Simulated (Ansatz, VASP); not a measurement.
**Pb in VASP and in Ansatz**

```xyz
2
Lattice="0.0000 3.6781 3.6781 3.6781 0.0000 3.6781 3.6781 3.6781 0.0000" Properties=species:S:1:pos:R:3 pbc="T T T"
Pb    0.9195    0.9195    0.9195
Pb    6.4367    6.4367    6.4367
```

Alike in both runs: task single point; functional RPBE; k mesh 9 × 9 × 9; occupations fermi-dirac, width 0.1 eV; no spin polarisation.

|  | VASP | Ansatz |
| --- | --- | --- |
| version | VASP 6.6.1 | Ansatz 0.2.0 |
| potentials or method | VASP PAW PBE potentials, release 64 (Pb_d), cutoff 520 eV | plane waves (420 eV) with PAW, scalar-relativistic |
| valence electrons in the cell | 28 | 28 |

|  | VASP | Ansatz | Ansatz less VASP |
| --- | --- | --- | --- |
| pressure (GPa) | -1.4 | -1.4 | +0.03 |

VASP's potentials were made for PBE, not for RPBE.

Spin-orbit coupling is off throughout.
